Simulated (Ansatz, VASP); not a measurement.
**HfO2 in VASP and in Ansatz**

```
CELL_PARAMETERS angstrom
3.55802 0.00000 0.00000
0.00000 3.55802 0.00000
0.00000 0.00000 5.17186
ATOMIC_POSITIONS crystal
Hf 0.50000 0.50000 0.50000
Hf 0.00000 0.00000 0.00000
O 0.00000 0.50000 0.69927
O 0.50000 0.00000 0.80073
O 0.50000 0.00000 0.30073
O 0.00000 0.50000 0.19927
```

Alike in both runs: functional r2SCAN; k mesh 6 × 6 × 6; occupations gaussian, width 0.02 eV; no spin polarisation.

Ansatz relaxed the structure, and its values are those at the end. VASP's run is a single point on that final structure, the one shown.

|  | VASP | Ansatz |
| --- | --- | --- |
| version | VASP 6.6.1 | Ansatz 0.2.0 |
| potentials or method | VASP PAW PBE potentials, release 64 (Hf_pv, O), cutoff 520 eV | scalar-relativistic, plane waves, PAW |
| valence electrons in the cell | 44 | 76 |

```csv
,VASP,Ansatz,Ansatz less VASP
gap on the k mesh at the Fermi level (eV),5.25,5.26,+0.004
least direct gap on the mesh (eV),5.33,5.34,+0.012
pressure (GPa),-0.2,3.5,+3.70
rms of the force components (eV/Å),0.030,0.001,-0.0296
```

VASP's potentials were made for PBE, not for r2SCAN. VASP's potentials hold 44 valence electrons a cell and Ansatz's 76, so a difference there can come from the potentials and not from the codes. Ansatz's warnings: stress scf threshold loose.

Neither program's run includes spin-orbit coupling.
